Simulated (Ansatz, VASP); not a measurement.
Mg6O5: VASP beside Ansatz

```
Mg O
1.0
     5.59086    0.00000    0.00000
     0.00000    5.59086    0.00000
     0.00000    0.00000    5.59086
Mg O
6 5
Direct
  0.25000 0.00000 0.50000
  0.00000 0.50000 0.25000
  0.50000 0.75000 0.00000
  0.75000 0.00000 0.50000
  0.00000 0.50000 0.75000
  0.50000 0.25000 0.00000
  0.50000 0.00000 0.25000
  0.00000 0.75000 0.50000
  0.81250 0.37480 0.00000
  0.50000 0.00000 0.75000
  0.00000 0.25000 0.50000
```

Change from the starting cell: O vacancy; atom 9 moved 0.125 of the way to it and -0.700 Å across, host rigid.

Alike in both runs: task single point; functional PBEsol; k mesh 4 × 4 × 4; occupations gaussian, width 0.05 eV; no spin polarisation.

|  | VASP | Ansatz |
| --- | --- | --- |
| version | VASP 6.6.1 | Ansatz 0.2.0 |
| potentials or method | VASP PAW PBE potentials, release 64 (Mg, O), cutoff 520 eV | scalar-relativistic, plane waves, PAW |
| valence electrons in the cell | 42 | 90 |

Ansatz gave:

* gap on the k mesh at the Fermi level (eV): 1.07
* least direct gap on the mesh (eV): 1.52
* pressure (GPa): 1.3
* traceless stress, the component that is largest in VASP (GPa): 1.68
* rms of the force components (eV/Å): 0.509

Which values does VASP return?

gap on the k mesh at the Fermi level (eV): 1.07; least direct gap on the mesh (eV): 1.52; pressure (GPa): 1.1; traceless stress, the component that is largest in VASP (GPa): 1.71; rms of the force components (eV/Å): 0.520.

VASP's potentials were made for PBE, not for PBEsol, and Ansatz warns of the same on its side. Atom by atom the forces differ by 0.012 eV/Å (rms over components). VASP's potentials hold 42 valence electrons a cell and Ansatz's 90, so a difference there can come from the potentials and not from the codes.
